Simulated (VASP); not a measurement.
# Si (Fd-3m) in VASP: notebook, part 2 of 2

VASP 6.6.1. The steps go on from the part before.

### 3 Single point, PBE

File INCAR:

```
PREC = Accurate
ENCUT = 520
EDIFF = 1E-7
ISMEAR = 0
SIGMA = 0.01
LREAL = F
LASPH = T
NELM = 80
ALGO = Normal
ISIF = 2
LWAVE = F
LCHARG = F
GGA = PE
NBANDS = 11
```

File KPOINTS:

```
regular mesh
0
Gamma
  8 8 8
```

File POSCAR:

```
Si
1.0
    0.0000000000      2.7350742030      2.7350742030
    2.7350742030      0.0000000000      2.7350742030
    2.7350742030      2.7350742030      0.0000000000
Si
2
Direct
    0.2500000000      0.2500000000      0.2500000000
    0.0000000000      0.0000000000      0.0000000000
```

Potentials or basis: VASP PAW PBE potentials, release 64 (Si).

Run with:

```sh
> cat potpaw_PBE.64/Si/POTCAR > POTCAR
> mpirun -np 1 vasp_std > vasp.out
```

OUTCAR:

```text
PREC = Accurate
   ENCUT = 520
   EDIFF = 1E-7
   ISMEAR = 0
   LREAL = F
   LASPH = T
   NELM = 80
   ISIF = 2
   GGA = PE

 ion  position               nearest neighbor table
   1  0.250  0.250  0.250-   2 2.37   2 2.37   2 2.37   2 2.37
   2  0.000  0.000  0.000-   1 2.37   1 2.37   1 2.37   1 2.37

  LATTYP: Found a face centered cubic cell.
 ALAT       =     5.4701484060

  Lattice vectors:

 A1 = (   0.0000000000,   2.7350742030,   2.7350742030)
 A2 = (   2.7350742030,   0.0000000000,   2.7350742030)
 A3 = (   2.7350742030,   2.7350742030,   0.0000000000)

Analysis of symmetry for initial positions (statically):
=====================================================================
 Subroutine PRICEL returns:
 Original cell was already a primitive cell.

 Routine SETGRP: Setting up the symmetry group for a
 face centered cubic supercell.

 Subroutine GETGRP returns: Found 48 space group operations
 (whereof 24 operations were pure point group operations)
 out of a pool of 48 trial point group operations.

The static configuration has the point symmetry T_d .
 The point group associated with its full space group is O_h .

Analysis of symmetry for dynamics (positions and initial velocities):
=====================================================================
 Subroutine PRICEL returns:
 Original cell was already a primitive cell.

 Routine SETGRP: Setting up the symmetry group for a
 face centered cubic supercell.

 Subroutine GETGRP returns: Found 48 space group operations
 (whereof 24 operations were pure point group operations)
 out of a pool of 48 trial point group operations.

The dynamic configuration has the point symmetry T_d .
 The point group associated with its full space group is O_h .

 Subroutine INISYM returns: Found 48 space group operations
 (whereof 24 operations are pure point group operations),
 and found     1 'primitive' translations

----------------------------------------------------------------------------------------

                                     Primitive cell
[... 115 lines left out ...]
   LORBIT       =      0    0 simple, 1 ext, 2 COOP (PROOUT), +10 PAW based schemes
   GGA     = PE    functional components
   LHFCALC =     F    Hartree Fock is set to
   AEXX    =    0.0000 exact exchange contribution
   IVDW    =     0    specifies the selected vdW correction
   LEPSILON=     F    determine dielectric tensor
   LRPA    =     F    only Hartree local field effects (RPA)
 non-spin polarized calculation
 Gauss-broadening in eV      SIGMA  =   0.01
  energy-cutoff  :      520.00
  volume of cell :       40.92
 maximum number of plane-waves:      1124
 NGX is ok and might be reduce to    30
   NGX = 15   NGY = 15   NGZ = 15

 number of electron       8.0000001 magnetization

 Free energy of the ion-electron system (eV)
  ---------------------------------------------------
  ext. energy  EPLUGINS =         0.00000000
  ---------------------------------------------------
  free energy    TOTEN  =       -10.84608096 eV

  energy without entropy =      -10.84608096  energy(sigma->0) =      -10.84608096

 E-fermi :   5.7218     XC(G=0):  -9.3233

 val. band max:        5.6098217393   @ k =   0.0000   0.0000   0.0000
 cond. band min:       6.2610998009   @ k =   0.3750   0.3750   0.0000
 fundamental gap:      0.6512780617
 Fermi energy:         5.7217797733

 k-point     1 :       0.0000    0.0000    0.0000
  band No.  band energies     occupation
      1      -6.1998      2.00000
      2       5.6098      2.00000
      3       5.6098      2.00000
      4       5.6098      2.00000
      5       8.1658      0.00000
      6       8.1658      0.00000
      7       8.1658      0.00000
      8       8.7350      0.00000
      9      13.3178      0.00000
     10      13.3178      0.00000
     11      13.4845      0.00000
[... 309 lines left out ...]
 k-point    24 :      -0.3750    0.2500    0.1250
  band No.  band energies     occupation
      1      -3.3935      2.00000
      2      -1.0949      2.00000
      3       2.2244      2.00000
      4       3.5007      2.00000
      5       8.6318      0.00000
      6       8.7564      0.00000
      7      11.4543      0.00000
      8      12.6742      0.00000
      9      12.9138      0.00000
     10      16.1150      0.00000
     11      17.1581      0.00000

 [... further k-points ...]
[... 5 lines left out ...]
  --------------------------------------------------------------------------------------
  -------------------------------------------------------------------------------------
  Total       -0.0181960     -0.0181960     -0.0181960      0.0000000      0.0000000      0.0000000
  in kB       -0.7124413     -0.7124413     -0.7124413      0.0000000      0.0000000      0.0000000
  external PRESSURE =      -0.7124413 kB  Pullay stress =       0.0000000 kB

 VOLUME and BASIS-vectors are now :
 -----------------------------------------------------------------------------
  energy-cutoff  :      520.00
  volume of cell :       40.92
      direct lattice vectors                 reciprocal lattice vectors
     0.000000000  2.735074203  2.735074203    -0.182810397  0.182810397  0.182810397
     2.735074203  0.000000000  2.735074203     0.182810397 -0.182810397  0.182810397
     2.735074203  2.735074203  0.000000000     0.182810397  0.182810397 -0.182810397

 POSITION                                       TOTAL-FORCE (eV/Angst)
 -----------------------------------------------------------------------------------
      1.36754      1.36754      1.36754         0.000000     -0.000000      0.000000
      0.00000      0.00000      0.00000        -0.000000      0.000000     -0.000000
 -----------------------------------------------------------------------------------
    total drift:                               -0.000000     -0.000000     -0.000000

  FREE ENERGIE OF THE ION-ELECTRON SYSTEM (eV)
  ---------------------------------------------------
  free  energy   TOTEN  =       -10.8460809570 eV

  energy  without entropy=      -10.8460809570  energy(sigma->0) =      -10.84608096
```

OSZICAR:

```text
N       E                     dE             d eps       ncg     rms          rms(c)
DAV:   1     0.578047981410E+01    0.57805E+01   -0.31236E+03   638   0.558E+02
DAV:   2    -0.104749516505E+02   -0.16255E+02   -0.15503E+02   829   0.827E+01
DAV:   3    -0.110105026489E+02   -0.53555E+00   -0.53431E+00   800   0.127E+01
DAV:   4    -0.110144519498E+02   -0.39493E-02   -0.39489E-02   752   0.139E+00
DAV:   5    -0.110144886442E+02   -0.36694E-04   -0.36694E-04   823   0.125E-01    0.475E+00
DAV:   6    -0.108984097873E+02    0.11608E+00   -0.65108E-02   725   0.105E+00    0.289E+00
DAV:   7    -0.108445525493E+02    0.53857E-01   -0.12761E-01   716   0.158E+00    0.167E-01
DAV:   8    -0.108458402442E+02   -0.12877E-02   -0.57156E-03   728   0.406E-01    0.792E-02
DAV:   9    -0.108460560297E+02   -0.21579E-03   -0.21012E-04   794   0.876E-02    0.580E-02
DAV:  10    -0.108460800352E+02   -0.24006E-04   -0.20362E-05   742   0.262E-02    0.498E-03
DAV:  11    -0.108460807715E+02   -0.73625E-06   -0.21123E-06   772   0.751E-03    0.311E-03
DAV:  12    -0.108460809088E+02   -0.13727E-06   -0.44516E-07   710   0.417E-03    0.198E-03
DAV:  13    -0.108460809570E+02   -0.48220E-07   -0.42099E-09   470   0.448E-04
   1 F= -.10846081E+02 E0= -.10846081E+02  d E =-.120831E-58
```

stdout:

```text
POSCAR found type information on POSCAR Si
 POSCAR found :  1 types and       2 ions
 scaLAPACK will be used
 LDA part: xc-table for (Slater+PW92), standard interpolation
 POSCAR, INCAR and KPOINTS ok, starting setup
 FFT: planning ... GRIDC
 FFT: planning ... GRID_SOFT
 FFT: planning ... GRID
 WAVECAR not read
 entering main loop
```

Run time: 10 s. Hardware: 1 thread of Intel Xeon Platinum 8559C (Emerald Rapids), shared host; peak memory 0.15 GiB.

What came out:

| Quantity | Value |
| --- | --- |
| Free energy | -10.8461 eV |
| Pressure | -0.1 GPa |
| Band gap on the k mesh | 0.65 eV, indirect (least direct gap 2.56 eV) |

A k mesh can miss the band edges.

### 4 Single point, PBE

File INCAR:

```
ALGO = Normal
EDIFF = 1E-7
ENCUT = 520
GGA = PE
ISIF = 2
ISMEAR = 0
LASPH = True
LCHARG = False
LREAL = False
LWAVE = False
NBANDS = 11
NELM = 60
PREC = Accurate
SIGMA = 0.02
```

File KPOINTS:

```
k-points
0
Gamma
  8 8 8
```

File POSCAR:

```
Si
1.0
    0.0000000000      2.7347775075      2.7347775075
    2.7347775075      0.0000000000      2.7347775075
    2.7347775075      2.7347775075      0.0000000000
Si
2
Direct
    0.2500000000      0.2500000000      0.2500000000
    0.0000000000      0.0000000000      0.0000000000
```

Run with:

```sh
> cat potpaw_PBE.64/Si/POTCAR > POTCAR
> mpirun -np 1 vasp_std > vasp.out
```

It took 9.7 s on 1 thread of Intel Xeon Platinum 8559C (Emerald Rapids), shared host; peak memory 0.15 GiB.

It converged, with:

* Free energy: -10.8461 eV
* Pressure: 0.0 GPa
* Band gap on the k mesh: 0.65 eV, indirect (least direct gap 2.56 eV)

Levels at points of the mesh, in eV from the valence-band top:
| k point | band 2 | band 3 | band 4 | band 5 | band 6 | band 7 |
| --- | --- | --- | --- | --- | --- | --- |
| (0.00, 0.00, 0.00) | 0.00 | 0.00 | 0.00 | 2.56 | 2.56 | 2.56 |
| (0.50, 0.00, 0.00) | -6.87 | -1.18 | -1.18 | 1.46 | 3.35 | 3.35 |
| (0.50, 0.50, 0.00) | -7.75 | -2.79 | -2.79 | 0.75 | 0.75 | 9.93 |

A k mesh can miss the band edges. Expect the measured gap to be larger: semilocal functionals such as PBE lack the derivative discontinuity.
